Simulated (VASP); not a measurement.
A run of VASP 6.6.1 is set up as follows.

Contents of INCAR:

```
  ALGO = Normal
  EDIFF = 1E-8
  ENCUT = 400
  GGA = PS
  GGA_COMPAT = F
  ISIF = 2
  ISMEAR = -1
  LASPH = T
  LCHARG = F
  LEFG = T
  LREAL = F
  LWAVE = F
  NBANDS = 26
  NELM = 120
  PREC = Accurate
  SIGMA = 0.15
```

File KPOINTS:

```
k-points
0
Gamma
  9 9 9
```

Contents of POSCAR:

```
Si
1.0
    4.6808424020      2.7024856208      1.8677535969
   -4.6808424020      2.7024856208      1.8677535969
    0.0000000000     -5.4049712417      1.8677535969
Si
8
Direct
    0.0240051726      0.7226583844      0.5263959106
    0.9759948274      0.2773416156      0.4736040894
    0.7157347757      0.7157347757      0.7157347757
    0.2773416156      0.4736040894      0.9759948274
    0.4736040894      0.9759948274      0.2773416156
    0.7226583844      0.5263959106      0.0240051726
    0.2842652243      0.2842652243      0.2842652243
    0.5263959106      0.0240051726      0.7226583844
```

Potentials or basis: VASP PAW PBE potentials, release 64 (Si).

Launch:

```console
$ cat potpaw_PBE.64/Si/POTCAR > POTCAR
$ mpirun -np 1 vasp_std > vasp.out
```

Question: Estimate the largest force.

Answer: 0.009 eV/Å.

Question: Predict the pressure.

Answer: 0.1 GPa.

Question: Predict the band gap on the k mesh.

Answer: Zero (bands 16 and 17 overlap by 0.19 eV).

Forces in eV/Å, atoms in the order of the input:
```
Si  -0.005  0.005  0.005
Si   0.005 -0.005 -0.005
Si   0.000  0.000  0.008
Si  -0.007 -0.002 -0.005
Si   0.002  0.007 -0.005
Si   0.007  0.002  0.005
Si   0.000  0.000 -0.008
Si  -0.002 -0.007  0.005
```

Caveat: semilocal functionals underestimate gaps, and a narrow one can read as zero; without QUAD_EFG the Cq values of the log hold for a quadrupole moment of 1 mb, not for the nuclei; the PAW data sets were made with another functional, which shifts forces and pressure a little.
